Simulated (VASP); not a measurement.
Mg: single point with PBE+D3(BJ)

Mg:

```
CELL_PARAMETERS angstrom
3.20930 0.00000 0.00000
-1.60465 2.77934 0.00000
0.00000 0.00000 5.21030
ATOMIC_POSITIONS crystal
Mg 0.66667 0.33333 0.75000
Mg 0.33333 0.66667 0.25000
```

* Program: VASP 6.6.1
* Task: single point
* Functional: PBE
* Dispersion: D3(BJ)
* Potentials or basis: VASP PAW PBE potentials, release 64 (Mg)
* Cutoff: 520 eV
* k mesh: 10 × 10 × 5
* Occupations: methfessel-paxton, width 0.1 eV
* Spin: no spin polarisation
* Dipole correction: no
* Further INCAR settings: ALGO = Normal; EDIFF = 1e-07; NBANDS = 9

The pressure is -2.4 GPa, the band gap on the k mesh is zero (band 2 reaches 3.23 eV, above the bottom of band 3 at 1.33 eV) and the dispersion energy per atom is -0.280 eV.

Stress tensor (GPa, compression positive):
```
-2.80  0.00  0.00
 0.00 -2.80  0.00
 0.00  0.00 -1.72
```

Levels at points of the mesh, in eV from the Fermi level:
```tsv
k point	band 1	band 2	band 3	band 4	band 5
(0.00, 0.00, 0.00)	-6.89	-1.67	-1.25	10.86	10.86
(0.50, 0.00, 0.00)	-2.13	-2.13	2.63	3.01	3.23
```

Run time: 5.8 s on 1 thread of Intel(R) Xeon(R) 6975P-C (Granite Rapids), on a shared host, peak memory 0.17 GiB.

Caveat: pairwise dispersion overbinds metals, which lowers pressure and volume.
